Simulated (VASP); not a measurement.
# Br (Cmce) in VASP: further runs, part 2 of 2

VASP 6.6.1. The steps go on from the part before.

**3. Single point, LDA**

INCAR reads:

```
SYSTEM = Br
ALGO = Normal
EDIFF = 1E-6
ENCUT = 520
GGA = CA
ISIF = 2
ISMEAR = 1
LASPH = .True.
LCHARG = .True.
LELF = .True.
LREAL = .False.
LVHAR = .True.
LWAVE = .False.
NBANDS = 22
NELM = 100
PREC = Accurate
SIGMA = 1.0
```

KPOINTS reads:

```
k-points
0
Gamma
  9 9 4
  0 0 0
```

POSCAR reads:

```
Br
1.0
    3.3280929616     -1.9517224565      0.0000000000
    3.3280929616      1.9517224565      0.0000000000
    0.0000000000      0.0000000000      8.4732333614
Br
4
Direct
    0.8406697304      0.1593302696      0.1209213125
    0.6593302696      0.3406697304      0.6209213125
    0.1593302696      0.8406697304      0.8790786875
    0.3406697304      0.6593302696      0.3790786875
```

Potentials or basis: VASP PAW LDA potentials, release 64 (Br).

On the command line:

```console
$ cat potpaw_LDA.64/Br/POTCAR > POTCAR
$ mpirun -np 1 vasp_std > vasp.out
```

OUTCAR:

```text
SYSTEM = Br
   EDIFF = 1E-6
   ENCUT = 520
   GGA = CA
   ISIF = 2
   ISMEAR = 1
   LASPH = .True.
   LREAL = .False.
   NELM = 100
   PREC = Accurate

 ion  position               nearest neighbor table
   1  0.841  0.159  0.121-   3 2.40
   2  0.659  0.341  0.621-   4 2.40
   3  0.159  0.841  0.879-   1 2.40
   4  0.341  0.659  0.379-   2 2.40

  LATTYP: Found a base centered orthorhombic cell.
 ALAT       =     3.9034449130
 B/A-ratio  =     1.7052081102
 C/A-ratio  =     2.1707065298

  Lattice vectors:

 A1 = (  -3.3280929616,  -1.9517224565,   0.0000000000)
 A2 = (   3.3280929616,  -1.9517224565,   0.0000000000)
 A3 = (   0.0000000000,   0.0000000000,   8.4732333614)

Analysis of symmetry for initial positions (statically):
=====================================================================
 Subroutine PRICEL returns:
 Original cell was already a primitive cell.

 Routine SETGRP: Setting up the symmetry group for a
 base centered orthorhombic supercell.

 Subroutine GETGRP returns: Found  8 space group operations
 (whereof  4 operations were pure point group operations)
 out of a pool of  8 trial point group operations.

The static configuration has the point symmetry C_2h.
 The point group associated with its full space group is D_2h.

Analysis of symmetry for dynamics (positions and initial velocities):
=====================================================================
 Subroutine PRICEL returns:
 Original cell was already a primitive cell.

 Routine SETGRP: Setting up the symmetry group for a
 base centered orthorhombic supercell.

 Subroutine GETGRP returns: Found  8 space group operations
 (whereof  4 operations were pure point group operations)
 out of a pool of  8 trial point group operations.

The dynamic configuration has the point symmetry C_2h.
 The point group associated with its full space group is D_2h.

 Subroutine INISYM returns: Found  8 space group operations
 (whereof  4 operations are pure point group operations),
 and found     1 'primitive' translations

----------------------------------------------------------------------------------------

                                     Primitive cell

  volume of cell :     110.0760

  direct lattice vectors                    reciprocal lattice vectors
     3.328092962 -1.951722456  0.000000000     0.150236188 -0.256183966  0.000000000
     3.328092962  1.951722456  0.000000000     0.150236188  0.256183966  0.000000000
     0.000000000  0.000000000  8.473233361     0.000000000  0.000000000  0.118018702

  length of vectors
     3.858163204  3.858163204  8.473233361     0.296986762  0.296986762  0.118018702

  position of ions in fractional coordinates (direct lattice)
     0.840669730  0.159330270  0.120921313
     0.659330270  0.340669730  0.620921313
     0.159330270  0.840669730  0.879078687
     0.340669730  0.659330270  0.379078687

  ion indices of the primitive-cell ions
   primitive index   ion index
                 1           1
                 2           2
                 3           3
                 4           4

----------------------------------------------------------------------------------------

 KPOINTS: k-points

Automatic generation of k-mesh.
 Grid dimensions read from file:
 generate k-points for:    9    9    4

 Generating k-lattice:

  Cartesian coordinates                     Fractional coordinates (reciprocal lattice)
     0.016692910 -0.028464885  0.000000000     0.111111111  0.000000000  0.000000000
     0.016692910  0.028464885  0.000000000     0.000000000  0.111111111  0.000000000
     0.000000000  0.000000000  0.029504675     0.000000000  0.000000000  0.250000000

  Length of vectors
     0.032998529  0.032998529  0.029504675

  Shift w.r.t. Gamma in fractional coordinates (k-lattice)
     0.000000000  0.000000000  0.000000000

 Subroutine IBZKPT returns following result:
 ===========================================

 Found     75 irreducible k-points:

 Following reciprocal coordinates:
            Coordinates               Weight
  0.000000  0.000000  0.000000      1.000000
  0.111111 -0.000000  0.000000      4.000000
  0.222222 -0.000000  0.000000      4.000000
  0.333333  0.000000  0.000000      4.000000
  0.444444 -0.000000  0.000000      4.000000
  0.111111  0.111111  0.000000      2.000000
[... 16 lines left out ...]
 -0.333333  0.333333  0.000000      2.000000
  0.444444  0.444444  0.000000      2.000000
 [... further k-points ...]
   k-points           NKPTS =     75   k-points in BZ     NKDIM =     75   number of bands    NBANDS=     22
   number of dos      NEDOS =    301   number of ions     NIONS =      4
   total plane-waves  NPLWV =  57600
   dimension x,y,z NGX =    30 NGY =   30 NGZ =   64
   dimension x,y,z NGXF=    60 NGYF=   60 NGZF=  128
   ions per type =               4
   NGX,Y,Z   is equivalent  to a cutoff of  12.93, 12.93, 12.56 a.u.
   NGXF,Y,Z  is equivalent  to a cutoff of  25.85, 25.85, 25.11 a.u.
 SYSTEM =  Br
   PREC   = accura    normal or accurate (medium, high low for compatibility)
   ISTART =      0    job   : 0-new  1-cont  2-samecut
   ICHARG =      2    charge: 1-file 2-atom 10-const
   ISPIN  =      1    spin polarized calculation?
   LNONCOLLINEAR =      F non collinear calculations
   LSORBIT =      F    spin-orbit coupling
   LASPH  =      T    aspherical Exc in radial PAW
   ENCUT  =  520.0 eV  38.22 Ry    6.18 a.u.   7.17  7.17 15.75*2*pi/ulx,y,z
   NELM   =    100;   NELMIN=  2; NELMDL= -5     # of ELM steps
   EDIFF  = 0.1E-05   stopping-criterion for ELM
   LREAL  =      F    real-space projection
   EDIFFG = 0.1E-04   stopping-criterion for IOM
   NSW    =      0    number of steps for IOM
   IBRION =     -1    ionic relax: 0-MD 1-quasi-New 2-CG
   NFREE  =      0    steps in history (QN), initial steepest desc. (CG)
   ISIF   =      2    stress and relaxation
   ISYM   =      2    0-nonsym 1-usesym 2-fastsym
   POTIM  = 0.5000    time-step for ionic-motion
   TEBEG  =    0.0;   TEEND  =   0.0 temperature during run
   PSTRESS=    0.0 pullay stress
   NELECT =      28.0000    total number of electrons
   NUPDOWN=      -1.0000    fix difference up-down
   EMIN   =  10.00;   EMAX   =-10.00  energy-range for DOS
   EFERMI =   0.00;   METHOD = LEGACY
   ISMEAR =     1;   SIGMA  =   1.00  broadening in eV -4-tet -1-fermi 0-gaus
   EFERMI_NEDOS =   21; number of points for ismear=-14 and -15
   IALGO  =     38    algorithm
   IMIX   =      4    mixing-type and parameters
     AMIX     =   0.40;   BMIX     =  1.00
     AMIX_MAG =   1.60;   BMIX_MAG =  1.00
  volume/ion in A,a.u.               =      27.52       185.71
  Fermi-wavevector in a.u.,A,eV,Ry     =   1.037281  1.960178 14.639227  1.075953
  Thomas-Fermi vector in A             =   2.171712
   LORBIT       =      0    0 simple, 1 ext, 2 COOP (PROOUT), +10 PAW based schemes
   GGA     = CA    functional components
   LHFCALC =     F    Hartree Fock is set to
   AEXX    =    0.0000 exact exchange contribution
   IVDW    =     0    specifies the selected vdW correction
   LEPSILON=     F    determine dielectric tensor
   LRPA    =     F    only Hartree local field effects (RPA)
 non-spin polarized calculation
 Methfessel and Paxton  Order N= 1 SIGMA  =   1.00
  energy-cutoff  :      520.00
  volume of cell :      110.08
 maximum number of plane-waves:      2990
 NGX is ok and might be reduce to    30
   NGX = 15   NGY = 15   NGZ = 31

 number of electron      28.0000005 magnetization

 Free energy of the ion-electron system (eV)
  ---------------------------------------------------
  ext. energy  EPLUGINS =         0.00000000
  ---------------------------------------------------
  free energy    TOTEN  =        -8.33943100 eV

  energy without entropy =       -8.79018854  energy(sigma->0) =       -8.48968351

 E-fermi :   1.9140     XC(G=0):  -9.2896

 val. band max:        1.5659462147   @ k =   0.0000   0.0000   0.0000
 cond. band min:       2.5574282428   @ k =  -0.4444   0.4444   0.0000
 fundamental gap:      0.9914820281
 Fermi energy:         1.9140433760

 k-point     1 :       0.0000    0.0000    0.0000
  band No.  band energies     occupation
      1     -14.9356      2.00000
      2     -14.0251      2.00000
      3     -12.8465      2.00000
      4     -11.1554      2.00000
      5      -4.1805      2.00000
      6      -2.1281      2.00000
[... 589 lines left out ...]
     21      11.7424     -0.00000
     22      11.9201     -0.00000

 [... further k-points ...]

------------------------ aborting loop because EDIFF is reached ----------------------------------------

  FORCE on cell =-STRESS in cart. coord.  units (eV):
  Direction    XX          YY          ZZ          XY          YZ          ZX
  --------------------------------------------------------------------------------------
  -------------------------------------------------------------------------------------
  Total        0.0176282     -0.4152749     -0.8084120      0.0000000     -0.0000000      0.0000000
  in kB        0.2565824     -6.0444057    -11.7665908      0.0000000     -0.0000000      0.0000000
  external PRESSURE =      -5.8514714 kB  Pullay stress =       0.0000000 kB

 VOLUME and BASIS-vectors are now :
 -----------------------------------------------------------------------------
  energy-cutoff  :      520.00
  volume of cell :      110.08
      direct lattice vectors                 reciprocal lattice vectors
     3.328092962 -1.951722456  0.000000000     0.150236188 -0.256183966  0.000000000
     3.328092962  1.951722456  0.000000000     0.150236188  0.256183966  0.000000000
     0.000000000  0.000000000  8.473233361     0.000000000  0.000000000  0.118018702

 POSITION                                       TOTAL-FORCE (eV/Angst)
 -----------------------------------------------------------------------------------
      3.32809     -1.32979      1.02459         0.000000     -0.027332     -0.062049
      3.32809     -0.62194      5.26121         0.000000      0.027332     -0.062049
      3.32809      1.32979      7.44864         0.000000      0.027332      0.062049
      3.32809      0.62194      3.21202         0.000000     -0.027332      0.062049
 -----------------------------------------------------------------------------------
    total drift:                                0.000000     -0.000000     -0.000000

  FREE ENERGIE OF THE ION-ELECTRON SYSTEM (eV)
  ---------------------------------------------------
  free  energy   TOTEN  =        -8.3394310024 eV

  energy  without entropy=       -8.7901885364  energy(sigma->0) =       -8.48968351
```

OSZICAR:

```text
N       E                     dE             d eps       ncg     rms          rms(c)
DAV:   1     0.164941946144E+03    0.16494E+03   -0.11885E+04  3300   0.109E+03
DAV:   2     0.305937970749E+01   -0.16188E+03   -0.15652E+03  4688   0.186E+02
DAV:   3    -0.859990312828E+01   -0.11659E+02   -0.11610E+02  4150   0.563E+01
DAV:   4    -0.871475747916E+01   -0.11485E+00   -0.11486E+00  4028   0.667E+00
DAV:   5    -0.871569090601E+01   -0.93343E-03   -0.93342E-03  4210   0.601E-01    0.130E+01
DAV:   6    -0.844023727598E+01    0.27545E+00   -0.18917E-01  3942   0.221E+00    0.840E+00
DAV:   7    -0.834905913011E+01    0.91178E-01   -0.42332E-01  3948   0.325E+00    0.615E-01
DAV:   8    -0.833946219800E+01    0.95969E-02   -0.53876E-02  3606   0.122E+00    0.322E-01
DAV:   9    -0.833947207743E+01   -0.98794E-05   -0.12196E-03  3948   0.221E-01    0.110E-01
DAV:  10    -0.833943658779E+01    0.35490E-04   -0.16985E-04  3912   0.690E-02    0.796E-02
DAV:  11    -0.833943105612E+01    0.55317E-05   -0.28161E-05  3918   0.297E-02    0.667E-03
DAV:  12    -0.833943100237E+01    0.53750E-07   -0.45607E-06  3780   0.108E-02
   1 F= -.83394310E+01 E0= -.84896835E+01  d E =0.450758E+00
```

Run time: 3.6 min. Hardware: 1 thread of Oxide Virtual Turin-like, shared host; peak memory 0.23 GiB.

Results:

| Item | Value |
| --- | --- |
| Free energy | -8.3394 eV |
| Pressure | -0.6 GPa |
| Largest force | 0.068 eV/Å |
| Band gap on the k mesh | 0.99 eV (least direct gap 1.17 eV) |

Forces on the atoms (eV/Å):
```
Br   0.000 -0.027 -0.062
Br   0.000  0.027 -0.062
Br   0.000  0.027  0.062
Br   0.000 -0.027  0.062
```

Stress tensor (GPa, compression positive):
```
 0.03  0.00  0.00
 0.00 -0.60  0.00
 0.00  0.00 -1.18
```

Caveat: so wide a smearing shifts energies and pressures.

**4. Single point, LDA**

INCAR reads:

```
PREC = Accurate
ENCUT = 520
EDIFF = 1E-7
ISMEAR = -1
SIGMA = 0.05
LREAL = F
LASPH = T
NELM = 60
ALGO = Normal
ISIF = 2
LWAVE = F
LCHARG = F
NBANDS = 22
```

KPOINTS reads:

```
Automatic mesh
0
Gamma
  10 10 4
```

POSCAR is that of step 3.

Potentials or basis: VASP PAW LDA potentials, release 64 (Br).

On the command line:

```console
$ cat potpaw_LDA.64/Br/POTCAR > POTCAR
$ mpirun -np 1 vasp_std > vasp.out
```

OUTCAR:

```text
PREC = Accurate
   ENCUT = 520
   EDIFF = 1E-7
   ISMEAR = -1
   LREAL = F
   LASPH = T
   NELM = 60
   ISIF = 2

 ion  position               nearest neighbor table
   1  0.841  0.159  0.121-   3 2.40
   2  0.659  0.341  0.621-   4 2.40
   3  0.159  0.841  0.879-   1 2.40
   4  0.341  0.659  0.379-   2 2.40

  LATTYP: Found a base centered orthorhombic cell.
 ALAT       =     3.9034449130
[... 799 lines left out ...]

  FORCE on cell =-STRESS in cart. coord.  units (eV):
  Direction    XX          YY          ZZ          XY          YZ          ZX
  --------------------------------------------------------------------------------------
  -------------------------------------------------------------------------------------
  Total        0.0056236      0.0788521      0.0052209      0.0000000      0.0000000      0.0000000
  in kB        0.0818520      1.1477079      0.0759917      0.0000000      0.0000000      0.0000000
  external PRESSURE =       0.4351839 kB  Pullay stress =       0.0000000 kB

 VOLUME and BASIS-vectors are now :
 -----------------------------------------------------------------------------
  energy-cutoff  :      520.00
  volume of cell :      110.08
      direct lattice vectors                 reciprocal lattice vectors
     3.328092962 -1.951722456  0.000000000     0.150236188 -0.256183966  0.000000000
     3.328092962  1.951722456  0.000000000     0.150236188  0.256183966  0.000000000
     0.000000000  0.000000000  8.473233361     0.000000000  0.000000000  0.118018702

 POSITION                                       TOTAL-FORCE (eV/Angst)
 -----------------------------------------------------------------------------------
      3.32809     -1.32979      1.02459         0.000000      0.031840      0.009208
      3.32809     -0.62194      5.26121         0.000000     -0.031840      0.009208
      3.32809      1.32979      7.44864         0.000000     -0.031840     -0.009208
      3.32809      0.62194      3.21202         0.000000      0.031840     -0.009208
 -----------------------------------------------------------------------------------
    total drift:                                0.000000     -0.000000     -0.000000

  FREE ENERGIE OF THE ION-ELECTRON SYSTEM (eV)
  ---------------------------------------------------
  free  energy   TOTEN  =        -8.5150830665 eV

  energy  without entropy=       -8.5150810570  energy(sigma->0) =       -8.51508206
```

Run time: 4.5 min. Hardware: 1 thread of Oxide Virtual Turin-like, shared host; peak memory 0.26 GiB.

Results:

- Free energy: -8.5151 eV
- Pressure: 0.0 GPa
- Largest force: 0.033 eV/Å
- Band gap on the k mesh: 1.01 eV (least direct gap 1.19 eV)

Forces in eV/Å, atoms in the order of the input:
```
Br   0.000  0.032  0.009
Br   0.000 -0.032  0.009
Br   0.000 -0.032 -0.009
Br   0.000  0.032 -0.009
```

A k mesh can miss the band edges.

**5. Overview**

```csv
k mesh,smearing,gap on the mesh (eV),pressure (GPa),largest force (eV/Å)
9 × 9 × 4,methfessel-paxton 0.6 eV,1.00,-0.1,0.04
9 × 9 × 4,methfessel-paxton 1 eV,0.99,-0.6,0.07
10 × 10 × 4,fermi-dirac 0.05 eV,1.01,0.0,0.03
```

Alike in all rows: task single point; level LDA; potentials or basis VASP PAW LDA potentials, release 64 (Br); no spin polarisation; cell as given; cutoff (eV) 520.

Caveats: so wide a smearing shifts energies and pressures (at least some runs).

Absolute energies hang on the potentials; compare differences alone.
